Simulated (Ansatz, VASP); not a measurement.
## Al2Cu in VASP and in Ansatz

```
Al Cu
1.0
     2.80145    0.00000   -0.03650
     0.00000    2.83656    0.00000
    -1.35912    0.00000    5.76400
Al Cu
2 1
Cartesian
  1.4168 1.4183 1.6555
  0.0255 1.4183 4.0720
  0.0000 0.0000 0.0000
```

Alike in both runs: functional PBE; k mesh 16 × 16 × 8; occupations fermi-dirac, width 0.15 eV; no spin polarisation.

Ansatz relaxed the structure, and its values are those at the end. VASP's run is a single point on that final structure, the one shown.

|  | VASP | Ansatz |
| --- | --- | --- |
| version | VASP 6.6.1 | Ansatz 0.2.0 |
| potentials or method | VASP PAW PBE potentials, release 64 (Al, Cu), cutoff 600 eV | scalar-relativistic, plane waves, PAW |
| valence electrons in the cell | 17 | 25 |

VASP gave:

* gap on the k mesh at the Fermi level (eV): none
* pressure (GPa): 0.2
* rms of the force components (eV/Å): 0.010

Problem. Estimate Ansatz's values.

Solution. gap on the k mesh at the Fermi level (eV): none; pressure (GPa): 0.0; rms of the force components (eV/Å): 0.000.

A gap of «none» marks a metal or a gap that the smearing closes. VASP's potentials hold 17 valence electrons a cell and Ansatz's 25, so a difference there can come from the potentials and not from the codes.
